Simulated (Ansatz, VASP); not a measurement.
## Be3C2: VASP beside Ansatz

INCAR

```
SYSTEM = Be3C2
  ALGO = Normal
  EDIFF = 1E-6
  EDIFFG = -0.04
  ENCUT = 600
  GGA = PE
  IBRION = 2
  ISIF = 3
  ISMEAR = 0
  LASPH = .TRUE.
  LCHARG = .FALSE.
  LREAL = .FALSE.
  LWAVE = .FALSE.
  NELM = 80
  NSW = 90
  PREC = Accurate
  SIGMA = 0.1
```

The input KPOINTS:

```
k-points
0
G
  6 6 6
  0 0 0
```

File POSCAR:

```
Be3C2
1.0
    2.3042890711      1.3303819154      4.1941521458
   -2.3042890711      1.3303819154      4.1941521458
    0.0000000000     -2.6607638310      4.1941521458
Be C
6 4
Direct
    0.0562500000      0.4437500000      0.7500000000
    0.7500000000      0.0562500000      0.4437500000
    0.4437500000      0.7500000000      0.0562500000
    0.9437500000      0.5562500000      0.2500000000
    0.2500000000      0.9437500000      0.5562500000
    0.5562500000      0.2500000000      0.9437500000
    0.8521800000      0.8521800000      0.8521800000
    0.6478200000      0.6478200000      0.6478200000
    0.1478200000      0.1478200000      0.1478200000
    0.3521800000      0.3521800000      0.3521800000
```

Input for Ansatz:

```yaml
crystal:
  lattice:
    - [2.3042890711, 1.3303819154, 4.1941521458]
    - [-2.3042890711, 1.3303819154, 4.1941521458]
    - [0.0, -2.660763831, 4.1941521458]
  atoms:
    - { symbol: Be, position: [0.05625, 0.44375, 0.75] }
    - { symbol: Be, position: [0.75, 0.05625, 0.44375] }
    - { symbol: Be, position: [0.44375, 0.75, 0.05625] }
    - { symbol: Be, position: [0.94375, 0.55625, 0.25] }
    - { symbol: Be, position: [0.25, 0.94375, 0.55625] }
    - { symbol: Be, position: [0.55625, 0.25, 0.94375] }
    - { symbol: C, position: [0.85218, 0.85218, 0.85218] }
    - { symbol: C, position: [0.64782, 0.64782, 0.64782] }
    - { symbol: C, position: [0.14782, 0.14782, 0.14782] }
    - { symbol: C, position: [0.35218, 0.35218, 0.35218] }
basis:
  ecutwfc: 420
kpoints:
  mp_grid: { grid: [6, 6, 6] }
hamiltonian:
  xc: pbe
scf:
  occupations: { method: gaussian, width: 0.1 }
  lower_state_search: "off"
output:
  forces: true
  stress: true
  eigenvalues: true
relax:
  adjacent_minimum: "off"
  f_tol: 0.04
  max_steps: 70
  cell: { stress_tol: 0.4 }
```

Alike in both runs: task relaxation of cell and atoms; functional PBE; k mesh 6 × 6 × 6; occupations gaussian, width 0.1 eV; no spin polarisation.

|  | VASP | Ansatz |
| --- | --- | --- |
| version | VASP 6.6.1 | Ansatz 0.2.0 |
| potentials or method | VASP PAW PBE potentials, release 64 (Be, C), cutoff 600 eV | scalar-relativistic, plane waves, PAW |
| valence electrons in the cell | 28 | 28 |

Ansatz gave:

| Quantity | Value |
| --- | --- |
| gap on the k mesh at the Fermi level, each at its own relaxed structure (eV) | none |
| relaxed volume (Å³/atom) | 7.09 |
| relaxed cell length with the largest relative difference (Å) | 4.382 |

Question: Estimate VASP's values.

Answer: gap on the k mesh at the Fermi level, each at its own relaxed structure (eV): none; relaxed volume (Å³/atom): 7.10; relaxed cell length with the largest relative difference (Å): 4.384.

A gap of «none» marks a metal or a gap that the smearing closes.
